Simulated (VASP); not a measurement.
Runs of VASP 6.6.1 on Ti. The structure is that of space group P6_3/mmc (No. 194), or close to it. The cells are those of the table. 

```tsv
cell	gap on the mesh (eV)	pressure (GPa)
a = 3.038, b = 3.038, c = 4.616 Å, angles 90.0, 90.0, 120.0°, 2 atoms	none	(b)
a = 2.906, b = 2.906, c = 4.616 Å, angles 90.0, 90.0, 120.0°, 2 atoms	none	3.5
a = 2.950, b = 2.950, c = 4.545 Å, angles 90.0, 90.0, 120.0°, 2 atoms	none	(c)
a = 2.950, b = 2.950, c = 4.756 Å, angles 90.0, 90.0, 120.0°, 2 atoms	none	-3.5
a = 2.906, b = 2.906, c = 4.756 Å, angles 90.0, 90.0, 120.0°, 2 atoms	none	-0.1
a = 2.861, b = 2.861, c = 4.827 Å, angles 90.0, 90.0, 120.0°, 2 atoms	none	1.8
a = 2.994, b = 2.994, c = 4.686 Å, angles 90.0, 90.0, 120.0°, 2 atoms	none	(a)
a = 3.038, b = 3.038, c = 4.545 Å, angles 90.0, 90.0, 120.0°, 2 atoms	none	-4.9
```

Alike in all rows: task single point; level r2SCAN; potentials or basis VASP PAW PBE potentials, release 64 (Ti_sv); no spin polarisation; k mesh 18 × 18 × 10; cutoff (eV) 520; smearing gaussian 0.15 eV.

Problem. Fill in the values left out.

Solution. (a) -5.0; (b) -6.4; (c) 1.6.

Caveats: the PAW data sets were made with another functional, which shifts forces and pressure a little; the cell stands under tension (at least some runs); the cell stands under pressure (at least some runs).

A gap of «none» marks levels without a gap at the run's occupations.
